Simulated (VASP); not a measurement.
# Se8 in VASP: notebook

Runs on Se8. Level: PBE+D3(BJ). Tasks: single point, relaxation of the atoms.

All numbers are computed with VASP 6.6.1; they aren't measurements. Logs are shortened: lines on timing, memory, paths and dates and some standing lists are left out, and cuts for length are marked.

## 1. The cell of the first run

The cell holds a molecule in a box, 8 atoms: a = 14.400 Å, b = 12.300 Å, c = 14.400 Å, α = 90.00°, β = 90.00°, γ = 90.00°.

## 2. Single point, PBE+D3(BJ)

The input, INCAR:

```
SYSTEM = Se
ALGO = Normal
EDIFF = 1E-7
ENCUT = 520
GGA = PE
ISIF = 2
ISMEAR = 0
IVDW = 12
LASPH = .TRUE.
LCHARG = .FALSE.
LREAL = .FALSE.
LWAVE = .FALSE.
NBANDS = 34
NELM = 80
PREC = Accurate
SIGMA = 0.01
```

The input, KPOINTS:

```
k-points
0
G
  1 1 1
  0 0 0
```

The input, POSCAR:

```
Se
1.0
   14.4000000000      0.0000000000      0.0000000000
    0.0000000000     12.3000000000      0.0000000000
    0.0000000000      0.0000000000     14.4000000000
Se
8
Direct
    0.6185853389      0.6243984105      0.5921025828
    0.6858411973      0.4983012977      0.4879398819
    0.6134937872      0.5115364328      0.3409072059
    0.4958129701      0.3756015895      0.3271120395
    0.3567768834      0.4724428706      0.3558857100
    0.3141588027      0.4410883707      0.5112094713
    0.3653983680      0.5966168057      0.5953829356
    0.4995351770      0.5319851900      0.6728879605
```

Potentials or basis: VASP PAW PBE potentials, release 64 (Se).

The run is started by

```
> cat potpaw_PBE.64/Se/POTCAR > POTCAR
> mpirun -np 1 vasp_gam > vasp.out
```

OUTCAR:

```text
SYSTEM = Se
   EDIFF = 1E-7
   ENCUT = 520
   GGA = PE
   ISIF = 2
   ISMEAR = 0
   IVDW = 12
   LASPH = .TRUE.
   LREAL = .FALSE.
   NELM = 80
   PREC = Accurate
 IVDW          = 12

 ion  position               nearest neighbor table
   1  0.619  0.624  0.592-   8 2.36   2 2.37
   2  0.686  0.498  0.488-   1 2.37   3 2.37
   3  0.613  0.512  0.341-   2 2.37   4 2.39
   4  0.496  0.376  0.327-   5 2.37   3 2.39
   5  0.357  0.472  0.356-   6 2.35   4 2.37
   6  0.314  0.441  0.511-   5 2.35   7 2.38
   7  0.365  0.597  0.595-   8 2.37   6 2.38
   8  0.500  0.532  0.673-   1 2.36   7 2.37

  LATTYP: Found a simple tetragonal cell.
 ALAT       =    14.4000000000
 C/A-ratio  =     0.8541666667

  Lattice vectors:

 A1 = ( -14.4000000000,   0.0000000000,   0.0000000000)
 A2 = (   0.0000000000,   0.0000000000,  14.4000000000)
 A3 = (   0.0000000000,  12.3000000000,   0.0000000000)

Analysis of symmetry for initial positions (statically):
=====================================================================
 Subroutine PRICEL returns:
 Original cell was already a primitive cell.

 Routine SETGRP: Setting up the symmetry group for a
 simple tetragonal supercell.

 Subroutine GETGRP returns: Found  1 space group operations
 (whereof  1 operations were pure point group operations)
 out of a pool of 16 trial point group operations.

The static configuration has the point symmetry C_1 .

Analysis of symmetry for dynamics (positions and initial velocities):
=====================================================================
 Subroutine PRICEL returns:
 Original cell was already a primitive cell.

 Routine SETGRP: Setting up the symmetry group for a
 simple tetragonal supercell.

 Subroutine GETGRP returns: Found  1 space group operations
 (whereof  1 operations were pure point group operations)
 out of a pool of 16 trial point group operations.

The dynamic configuration has the point symmetry C_1 .

 Subroutine INISYM returns: Found  1 space group operations
 (whereof  1 operations are pure point group operations),
 and found     1 'primitive' translations

----------------------------------------------------------------------------------------

                                     Primitive cell

  volume of cell :    2550.5280

  direct lattice vectors                    reciprocal lattice vectors
    14.400000000  0.000000000  0.000000000     0.069444444  0.000000000  0.000000000
     0.000000000 12.300000000  0.000000000     0.000000000  0.081300813  0.000000000
     0.000000000  0.000000000 14.400000000     0.000000000  0.000000000  0.069444444

  length of vectors
    14.400000000 12.300000000 14.400000000     0.069444444  0.081300813  0.069444444

  position of ions in fractional coordinates (direct lattice)
     0.618585339  0.624398410  0.592102583
     0.685841197  0.498301298  0.487939882
     0.613493787  0.511536433  0.340907206
     0.495812970  0.375601590  0.327112040
     0.356776883  0.472442871  0.355885710
     0.314158803  0.441088371  0.511209471
     0.365398368  0.596616806  0.595382936
     0.499535177  0.531985190  0.672887960

  ion indices of the primitive-cell ions
   primitive index   ion index
                 1           1
                 2           2
                 3           3
                 4           4
                 5           5
                 6           6
                 7           7
                 8           8

----------------------------------------------------------------------------------------

 KPOINTS: k-points

Automatic generation of k-mesh.
 Grid dimensions read from file:
 generate k-points for:    1    1    1

 Generating k-lattice:

  Cartesian coordinates                     Fractional coordinates (reciprocal lattice)
     0.069444444  0.000000000  0.000000000     1.000000000  0.000000000  0.000000000
     0.000000000  0.081300813  0.000000000     0.000000000  1.000000000  0.000000000
     0.000000000  0.000000000  0.069444444     0.000000000  0.000000000  1.000000000

  Length of vectors
     0.069444444  0.081300813  0.069444444

  Shift w.r.t. Gamma in fractional coordinates (k-lattice)
     0.000000000  0.000000000  0.000000000

 Subroutine IBZKPT returns following result:
 ===========================================

 Found      1 irreducible k-points:

 Following reciprocal coordinates:
            Coordinates               Weight
  0.000000  0.000000  0.000000      1.000000
   k-points           NKPTS =      1   k-points in BZ     NKDIM =      1   number of bands    NBANDS=     34
   number of dos      NEDOS =    301   number of ions     NIONS =      8
   total plane-waves  NPLWV = ******
   dimension x,y,z NGX =   108 NGY =   96 NGZ =  108
   dimension x,y,z NGXF=   216 NGYF=  192 NGZF=  216
   ions per type =               8
   NGX,Y,Z   is equivalent  to a cutoff of  12.47, 12.98, 12.47 a.u.
   NGXF,Y,Z  is equivalent  to a cutoff of  24.94, 25.95, 24.94 a.u.
 SYSTEM =  Se
   PREC   = accura    normal or accurate (medium, high low for compatibility)
   ISTART =      0    job   : 0-new  1-cont  2-samecut
   ICHARG =      2    charge: 1-file 2-atom 10-const
   ISPIN  =      1    spin polarized calculation?
   LNONCOLLINEAR =      F non collinear calculations
   LSORBIT =      F    spin-orbit coupling
   LASPH  =      T    aspherical Exc in radial PAW
   ENCUT  =  520.0 eV  38.22 Ry    6.18 a.u.  26.77 22.87 26.77*2*pi/ulx,y,z
   NELM   =     80;   NELMIN=  2; NELMDL= -5     # of ELM steps
   EDIFF  = 0.1E-06   stopping-criterion for ELM
   LREAL  =      F    real-space projection
   EDIFFG = 0.1E-05   stopping-criterion for IOM
   NSW    =      0    number of steps for IOM
   IBRION =     -1    ionic relax: 0-MD 1-quasi-New 2-CG
   NFREE  =      0    steps in history (QN), initial steepest desc. (CG)
   ISIF   =      2    stress and relaxation
   ISYM   =      2    0-nonsym 1-usesym 2-fastsym
   POTIM  = 0.5000    time-step for ionic-motion
   TEBEG  =    0.0;   TEEND  =   0.0 temperature during run
   PSTRESS=    0.0 pullay stress
   NELECT =      48.0000    total number of electrons
   NUPDOWN=      -1.0000    fix difference up-down
   EMIN   =  10.00;   EMAX   =-10.00  energy-range for DOS
   EFERMI =   0.00;   METHOD = LEGACY
   ISMEAR =     0;   SIGMA  =   0.01  broadening in eV -4-tet -1-fermi 0-gaus
   EFERMI_NEDOS =   21; number of points for ismear=-14 and -15
   IALGO  =     38    algorithm
   IMIX   =      4    mixing-type and parameters
     AMIX     =   0.40;   BMIX     =  1.00
     AMIX_MAG =   1.60;   BMIX_MAG =  1.00
  volume/ion in A,a.u.               =     318.82      2151.48
  Fermi-wavevector in a.u.,A,eV,Ry     =   0.435457  0.822894  2.579974  0.189623
  Thomas-Fermi vector in A             =   1.407105
   LORBIT       =      0    0 simple, 1 ext, 2 COOP (PROOUT), +10 PAW based schemes
   GGA     = PE    functional components
   LHFCALC =     F    Hartree Fock is set to
   AEXX    =    0.0000 exact exchange contribution
   IVDW    =    12    specifies the selected vdW correction
   LEPSILON=     F    determine dielectric tensor
   LRPA    =     F    only Hartree local field effects (RPA)
 non-spin polarized calculation
 Gauss-broadening in eV      SIGMA  =   0.01
  energy-cutoff  :      520.00
  volume of cell :     2550.53
 maximum number of plane-waves:     34307
 NGX is ok and might be reduce to   108
   NGX = 53   NGY = 45   NGZ = 53

 number of electron      47.9999999 magnetization

 Free energy of the ion-electron system (eV)
  ---------------------------------------------------
  ext. energy  EPLUGINS =         0.00000000
  ---------------------------------------------------
  free energy    TOTEN  =       -27.80203976 eV

  energy without entropy =      -27.80203976  energy(sigma->0) =      -27.80203976

 E-fermi :  -5.1775     XC(G=0):  -1.3622

 val. band max:       -5.2622434775   @ k =   0.0000   0.0000   0.0000
 cond. band min:      -2.8863057064   @ k =   0.0000   0.0000   0.0000
 fundamental gap:      2.3759377711
 Fermi energy:        -5.1774764257

 k-point     1 :       0.0000    0.0000    0.0000
  band No.  band energies     occupation
      1     -19.6944      2.00000
      2     -19.1227      2.00000
      3     -19.0485      2.00000
      4     -17.5113      2.00000
      5     -17.4775      2.00000
      6     -15.5288      2.00000
[... 26 lines left out ...]
     33      -0.0894      0.00000
     34       0.7544      0.00000

------------------------ aborting loop because EDIFF is reached ----------------------------------------

 Edisp (eV)   -0.62996

 E8    (eV) :    -0.2870

  FORCE on cell =-STRESS in cart. coord.  units (eV):
  Direction    XX          YY          ZZ          XY          YZ          ZX
  --------------------------------------------------------------------------------------
  -------------------------------------------------------------------------------------
  Total      -0.44565    -1.81092    -0.86553    -0.15586    -0.12918    -0.26684
  in kB      -0.27995    -1.13757    -0.54370    -0.09791    -0.08115    -0.16762
  external pressure =       -0.65 kB  Pullay stress =        0.00 kB

 VOLUME and BASIS-vectors are now :
 -----------------------------------------------------------------------------
  energy-cutoff  :      520.00
  volume of cell :     2550.53
      direct lattice vectors                 reciprocal lattice vectors
    14.400000000  0.000000000  0.000000000     0.069444444  0.000000000  0.000000000
     0.000000000 12.300000000  0.000000000     0.000000000  0.081300813  0.000000000
     0.000000000  0.000000000 14.400000000     0.000000000  0.000000000  0.069444444

 POSITION                                       TOTAL-FORCE (eV/Angst)
 -----------------------------------------------------------------------------------
      8.90763      7.68010      8.52628         0.050295     -0.247452     -0.012559
      9.87611      6.12911      7.02633        -0.117042      0.017225     -0.082829
      8.83431      6.29190      4.90906        -0.053532     -0.204700      0.074940
      7.13971      4.61990      4.71041         0.110800      0.445656      0.134487
      5.13759      5.81105      5.12475         0.047877     -0.245409     -0.004033
      4.52389      5.42539      7.36142         0.011639      0.376750     -0.028301
      5.26174      7.33839      8.57351        -0.018577     -0.560455      0.115318
      7.19331      6.54342      9.68959        -0.031459      0.418385     -0.197024
 -----------------------------------------------------------------------------------
    total drift:                               -0.000123      0.000059     -0.000299

  FREE ENERGIE OF THE ION-ELECTRON SYSTEM (eV)
  ---------------------------------------------------
  free  energy   TOTEN  =       -28.4320017401 eV

  energy  without entropy=      -28.4320017401  energy(sigma->0) =      -28.43200174
```

Wall time 2.3 min (1 thread of AMD EPYC 9R45 (Zen 5), shared host); peak memory 1.4 GiB.

Results:

```yaml
Free_energy: -28.4320 eV
Largest_force: 0.572 eV/Å
Gap_between_the_frontier_levels: 2.38 eV
Dispersion_energy_per_atom: -0.079 eV
```

Forces in eV/Å, atoms in the order of the input:
```
Se   0.050 -0.247 -0.013
Se  -0.117  0.017 -0.083
Se  -0.054 -0.205  0.075
Se   0.111  0.446  0.134
Se   0.048 -0.245 -0.004
Se   0.012  0.377 -0.028
Se  -0.019 -0.560  0.115
Se  -0.031  0.418 -0.197
```

## 3. Single point, PBE+D3(BJ)

The input, INCAR:

```
SYSTEM = Se
PREC = Accurate
ENCUT = 520
EDIFF = 1E-6
ISMEAR = 0
SIGMA = 0.01
LREAL = .False.
LASPH = .True.
NELM = 100
ALGO = Normal
ISIF = 2
LWAVE = .False.
LCHARG = .False.
GGA = PE
IVDW = 12
NBANDS = 34
```

The input, KPOINTS:

```
Automatic mesh
0
Gamma
  1 1 1
  0 0 0
```

The input, POSCAR:

```
Se
1.0
   14.4000000000      0.0000000000      0.0000000000
    0.0000000000     12.3000000000      0.0000000000
    0.0000000000      0.0000000000     14.4000000000
Se
8
Direct
    0.6206103915      0.6241167832      0.5861779804
    0.6838157883      0.4893616253      0.4891995282
    0.6179551728      0.5107228632      0.3409412462
    0.4971286097      0.3832860375      0.3266290477
    0.3565264258      0.4741509927      0.3559249041
    0.3138709305      0.4381702009      0.5104776330
    0.3591097943      0.5881809731      0.6009399685
    0.5005854117      0.5439814915      0.6731374794
```

Potentials or basis: VASP PAW PBE potentials, release 64 (Se).

The run is started by

```
> cat potpaw_PBE.64/Se/POTCAR > POTCAR
> mpirun -np 1 vasp_gam > vasp.out
```

It took 1.9 min on 1 thread of AMD EPYC 9R45 (Zen 5), shared host; peak memory 1.4 GiB.

The run converged. Its results:

```
Free energy                     : -28.5054 eV
Largest force                   : 0.037 eV/Å
Gap between the frontier levels : 2.55 eV
Dispersion energy per atom      : -0.078 eV
```

Forces in eV/Å, atoms in the order of the input:
```
Se   0.009  0.036  0.002
Se   0.022 -0.026  0.010
Se   0.008  0.022 -0.024
Se   0.003 -0.035 -0.008
Se  -0.017  0.022 -0.024
Se  -0.015 -0.031  0.011
Se  -0.016  0.030  0.004
Se   0.005 -0.020  0.028
```

Levels at points of the mesh, in eV from the valence-band top:
| k point | band 20 | band 21 | band 22 | band 23 | band 24 | band 25 | band 26 | band 27 | band 28 | band 29 |
| --- | --- | --- | --- | --- | --- | --- | --- | --- | --- | --- |
| (0.00, 0.00, 0.00) | -0.19 | -0.19 | -0.04 | 0.00 | 0.00 | 2.55 | 2.56 | 2.82 | 3.67 | 3.67 |

[end of part 1 of 2]
